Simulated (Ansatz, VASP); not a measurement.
## Ge3Se5: VASP beside Ansatz

File INCAR:

```
SYSTEM = Ge3Se5
  ALGO = Normal
  EDIFF = 1E-7
  EDIFFG = -0.04
  ENCUT = 600
  GGA = PE
  IBRION = 2
  ISIF = 3
  ISMEAR = 0
  LASPH = .TRUE.
  LCHARG = .FALSE.
  LREAL = .FALSE.
  LWAVE = .FALSE.
  NELM = 80
  NSW = 90
  PREC = Accurate
  SIGMA = 0.1
```

The input KPOINTS:

```
k-points
0
G
  4 4 4
  0 0 0
```

POSCAR

```
Ge3Se5
1.0
   -3.6373081400      3.6373081400      3.6373081400
    3.6373081400     -3.6373081400      3.6373081400
    3.6373081400      3.6373081400     -3.6373081400
Ge Se
3 5
Direct
    0.0000000000      0.5000000000      0.5000000000
    0.5000000000      0.5000000000      0.0000000000
    0.5000000000      0.0000000000      0.5000000000
    0.0000000000      0.0000000000      0.0000000000
    0.0000000000      0.0000000000      0.5000000000
    0.0000000000      0.5000000000      0.0000000000
    0.5000000000      0.0000000000      0.0000000000
    0.5000000000      0.5000000000      0.5000000000
```

Input for Ansatz:

```yaml
crystal:
  lattice:
    - [-3.63730814, 3.63730814, 3.63730814]
    - [3.63730814, -3.63730814, 3.63730814]
    - [3.63730814, 3.63730814, -3.63730814]
  atoms:
    - { symbol: Ge, position: [0.0, 0.5, 0.5] }
    - { symbol: Ge, position: [0.5, 0.5, 0.0] }
    - { symbol: Ge, position: [0.5, 0.0, 0.5] }
    - { symbol: Se, position: [0.0, 0.0, 0.0] }
    - { symbol: Se, position: [0.0, 0.0, 0.5] }
    - { symbol: Se, position: [0.0, 0.5, 0.0] }
    - { symbol: Se, position: [0.5, 0.0, 0.0] }
    - { symbol: Se, position: [0.5, 0.5, 0.5] }
basis:
  ecutwfc: 420
kpoints:
  mp_grid: { grid: [4, 4, 4] }
hamiltonian:
  xc: pbe
scf:
  occupations: { method: gaussian, width: 0.1 }
  lower_state_search: "off"
output:
  forces: true
  stress: true
  eigenvalues: true
relax:
  adjacent_minimum: "off"
  f_tol: 0.04
  max_steps: 70
  cell: { stress_tol: 0.4 }
```

Change from the starting cell: species swapped into the Fe5Co3 type (Im-3m, No. 229).

Alike in both runs: task relaxation of cell and atoms; functional PBE; k mesh 4 × 4 × 4; occupations gaussian, width 0.1 eV; no spin polarisation.

|  | VASP | Ansatz |
| --- | --- | --- |
| version | VASP 6.6.1 | Ansatz 0.2.0 |
| potentials or method | VASP PAW PBE potentials, release 64 (Ge_d, Se), cutoff 600 eV | scalar-relativistic, plane waves, PAW |
| valence electrons in the cell | 72 | 122 |

|  | VASP | Ansatz | Ansatz less VASP |
| --- | --- | --- | --- |
| gap on the k mesh at the Fermi level, each at its own relaxed structure (eV) | none | none | - |
| relaxed volume (Å³/atom) | 20.73 | 20.71 | -0.019 |
| relaxed cell length with the largest relative difference (Å) | 5.995 | 5.993 | -0.0018 |

A gap of «none» marks a metal or a gap that the smearing closes. VASP's potentials hold 72 valence electrons a cell and Ansatz's 122, so a difference there can come from the potentials and not from the codes.
